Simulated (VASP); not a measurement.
The system is Pd.

```
Pd
1.0
     0.00000    1.94490    1.94490
     1.94490    0.00000    1.94490
     1.94490    1.94490    0.00000
Pd
1
Direct
  0.00000 0.00000 0.00000
```

```yaml
Program: VASP 6.6.1
Task: relaxation of cell and atoms
Functional: PBE
Potentials_or_basis: VASP PAW PBE potentials, release 64 (Pd)
Cutoff: 500 eV
k_mesh: 8 × 8 × 8
Occupations: gaussian, width 0.1 eV
Spin: no spin polarisation
```

At the start: pressure 8.2 GPa; volume 14.71 Å³/atom.

Task: How do energy, volume and symmetry change on relaxing?

Result: Over 3 steps the energy falls by 16.0 meV/atom and the volume is 15.38 Å³/atom (+4.5 %); space group Fm-3m (No. 225, to 0.05 Å).

The path:
```tsv
step	energy change (eV)	largest force (eV/Å)	pressure (GPa)	volume (Å³)
1	0.0000	0.0000	8.20	14.71
2	0.0137	0.0000	-8.84	16.38
3	-0.0160	0.0000	-0.11	15.38
```

Final structure:
```
CELL_PARAMETERS angstrom
0.00000 1.97392 1.97392
1.97392 0.00000 1.97392
1.97392 1.97392 0.00000
ATOMIC_POSITIONS crystal
Pd 0.00000 0.00000 0.00000
```
